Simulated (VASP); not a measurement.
Set up this calculation in VASP 6.6.1, as the native input.

- Task: single point
- Functional: PBEsol
- Potentials or basis: VASP PAW PBE potentials, release 64 (O, Ca_sv)
- Cutoff: 520 eV
- k mesh: 2 × 2 × 2, shifted
- Occupations: fermi-dirac, width 0.05 eV
- Spin: no spin polarisation
- Dipole correction: no
- Further INCAR settings: ALGO = Normal; EDIFF = 1e-06; NBANDS = 71

The structure of Ca4O3 (a cell with a defect) lies in POSCAR:

```
Ca4O3
1.0
    0.0000000000      4.7676000000      4.7676000000
    4.7676000000      0.0000000000      4.7676000000
    4.7676000000      4.7676000000      0.0000000000
O Ca
6 8
Direct
    0.2483210000      0.7119960000      0.7769880000
    0.7425290000      0.2659970000      0.7648780000
    0.2502360000      0.2461130000      0.7386730000
    0.7201070000      0.7694700000      0.2810590000
    0.2655320000      0.2721340000      0.2193030000
    0.7746870000      0.7568930000      0.7232220000
    0.9822290000      0.9948070000      0.0112290000
    0.5197750000      0.4976510000      0.4977560000
    0.0009680000      0.0266010000      0.4772980000
    0.4820080000      0.5325510000      0.9848130000
    0.0187350000      0.4959100000      0.9890420000
    0.4713210000      0.9976640000      0.5144740000
    0.5083360000      0.0237040000      0.9838820000
    0.9969540000      0.5259730000      0.4822770000
```

The input as run:

INCAR

```
SYSTEM = Ca4O3
ALGO = Normal ; EDIFF = 1E-6
ENCUT = 520 ; GGA = PS
ISIF = 2 ; ISMEAR = -1
LASPH = .TRUE. ; LCHARG = .FALSE.
LREAL = .FALSE. ; LWAVE = .FALSE.
NBANDS = 71 ; NELM = 100
PREC = Accurate ; SIGMA = 0.05
```

KPOINTS

```
Automatic mesh
0
Gamma
  2 2 2
  0.5 0.5 0.5
```

Potentials or basis: VASP PAW PBE potentials, release 64 (O, Ca_sv).

Command:

```console
$ cat potpaw_PBE.64/O/POTCAR potpaw_PBE.64/Ca_sv/POTCAR > POTCAR
$ mpirun -np 1 vasp_std > vasp.out
```

Results of the run:

```
Pressure               : 7.1 GPa
Largest force          : 2.206 eV/Å
Band gap on the k mesh : 0.29 eV
```

Caveat: the k points lie up to 0.57 Å⁻¹ apart; the PAW data sets were made with another functional, which shifts forces and pressure a little.

Wall time 3.9 min on 1 thread of AMD EPYC 9R45 96-Core Processor (Zen 5), on a shared host, peak memory 0.41 GiB.
